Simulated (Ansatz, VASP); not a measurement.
## One calculation of SnO, two programs

```xyz
4
Lattice="3.3550 0.0000 0.0000 0.0000 5.6741 0.0000 0.0000 0.0000 4.2220" Properties=species:S:1:pos:R:3 pbc="T T T"
Sn    0.0000    1.3159    2.3915
Sn    1.6775    4.3582    0.0555
O     0.0000    5.0570    3.1110
O     1.6775    0.6171    1.0000
```

Alike in both runs: task single point; functional LDA; k mesh 8 × 6 × 6; occupations gaussian, width 0.05 eV; no spin polarisation.

```csv
,VASP,Ansatz
version,VASP 6.6.1,Ansatz 0.2.0
potentials or method,"VASP PAW LDA potentials, release 64 (Sn_d, O), cutoff 520 eV","scalar-relativistic, plane waves, PAW"
valence electrons in the cell,40,40
```

```csv
,VASP,Ansatz,Ansatz less VASP
gap on the k mesh at the Fermi level (eV),1.23,1.26,+0.023
least direct gap on the mesh (eV),1.76,1.79,+0.029
pressure (GPa),-6.3,-6.5,-0.25
"traceless stress, the component that is largest in VASP (GPa)",-3.78,-3.74,+0.047
rms of the force components (eV/Å),0.604,0.624,+0.0208
```

LDA's correlation is that of Perdew and Zunger in VASP and of Perdew and Wang (1992) in Ansatz. Atom by atom the forces differ by 0.041 eV/Å (rms over components).
